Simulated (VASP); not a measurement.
# Pb: single point with PBE+D4

Crystal: Pb.

```
CELL_PARAMETERS angstrom
0.00000 2.62718 2.62718
2.62718 0.00000 2.62718
2.62718 2.62718 0.00000
ATOMIC_POSITIONS crystal
Pb 0.00000 0.00000 0.00000
```

* Program: VASP 6.6.1
* Task: single point
* Functional: PBE
* Dispersion: D4
* Potentials or basis: VASP PAW PBE potentials, release 64 (Pb_d)
* Cutoff: 520 eV
* k mesh: 9 × 9 × 9
* Occupations: gaussian, width 0.05 eV
* Spin: no spin polarisation

```json
{"Pressure": "-5.3 GPa", "Band gap on the k mesh": "zero (band 7 reaches 11.52 eV, above the bottom of band 8 at 4.25 eV)", "Dispersion energy per atom": "-0.419 eV"}
```

Levels at points of the mesh, in eV from the Fermi level:
| k point | band 5 | band 6 | band 7 | band 8 | band 9 | band 10 |
| --- | --- | --- | --- | --- | --- | --- |
| (0.00, 0.00, 0.00) | -16.89 | -10.64 | 6.12 | 6.12 | 6.12 | 9.19 |

It took 12 s on 1 thread of Intel(R) Xeon(R) Platinum 8259CL CPU @ 2.50GHz (Skylake/Cascade Lake), on a shared host, peak memory 0.16 GiB.

Caveat: spin-orbit coupling is left out, which moves the levels of the heavy elements; pairwise dispersion overbinds metals, which lowers pressure and volume.
